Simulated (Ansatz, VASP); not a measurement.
# Two plane-wave programs on CsGeBr3

```
CELL_PARAMETERS angstrom
5.31199 0.00000 0.00000
0.00000 5.31199 0.00000
0.00000 0.00000 5.09066
ATOMIC_POSITIONS crystal
Cs 0.00000 0.00000 0.00000
Ge 0.50000 0.50000 0.50000
Br 0.50000 0.50000 0.00000
Br 0.50000 0.00000 0.50000
Br 0.00000 0.50000 0.50000
```

Change from the starting cell: strain -0.040 along x and y, -0.080 along z, atoms carried along.

Alike in both runs: task single point; functional LDA; k mesh 6 × 6 × 6; occupations gaussian, width 0.05 eV; no spin polarisation.

```csv
,VASP,Ansatz
version,VASP 6.6.1,Ansatz 0.2.0
potentials or method,"VASP PAW LDA potentials, release 64 (Cs_sv, Ge_d, Br), cutoff 520 eV","scalar-relativistic, plane waves, PAW"
valence electrons in the cell,44,44
```

```tsv
	VASP	Ansatz	Ansatz less VASP
gap on the k mesh at the Fermi level (eV)	none	none	-
pressure (GPa)	3.4	3.3	-0.10
traceless stress, the component that is largest in VASP (GPa)	2.37	2.35	-0.023
```

LDA's correlation is that of Perdew and Zunger in VASP and of Perdew and Wang (1992) in Ansatz. A gap of «none» marks a metal or a gap that the smearing closes.

Neither program's run includes spin-orbit coupling.
